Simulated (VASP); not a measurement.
A run of VASP 6.6.1 is set up as follows.

File INCAR:

```
ALGO = Normal
DIPOL = 0.5 0.5 0.287
EDIFF = 1E-6
ENCUT = 400
GGA = CA
GGA_COMPAT = False
IDIPOL = 3
ISIF = 2
ISMEAR = 0
LASPH = True
LCHARG = False
LDIPOL = True
LREAL = False
LWAVE = False
NBANDS = 12
NELM = 120
NELMDL = -8
PREC = Accurate
SIGMA = 0.1
```

The input KPOINTS:

```
k-points
0
Gamma
  9 9 1
```

Contents of POSCAR:

```
Al
1.0
    2.8168432364      0.0000000000      0.0000000000
    0.0000000000      2.8168432364      0.0000000000
    0.0000000000      0.0000000000     21.1042970937
Al
3
Direct
    0.5000000000      0.5000000000      0.1895348602
    0.0000000000      0.0000000000      0.2867549192
    0.5000000000      0.5000000000      0.3840117042
```

Potentials or basis: VASP PAW LDA potentials, release 64 (Al).

Run with:

```bash
$ cat potpaw_LDA.64/Al/POTCAR > POTCAR
$ mpirun -np 1 vasp_std > vasp.out
```

Estimate the largest force.

0.139 eV/Å.

Estimate the band gap on the k mesh.

zero (an odd number of electrons rules out a gap without spin polarisation).

Forces on the atoms (eV/Å):
```
Al   0.000  0.000 -0.139
Al   0.000  0.000  0.002
Al   0.000  0.000  0.136
```
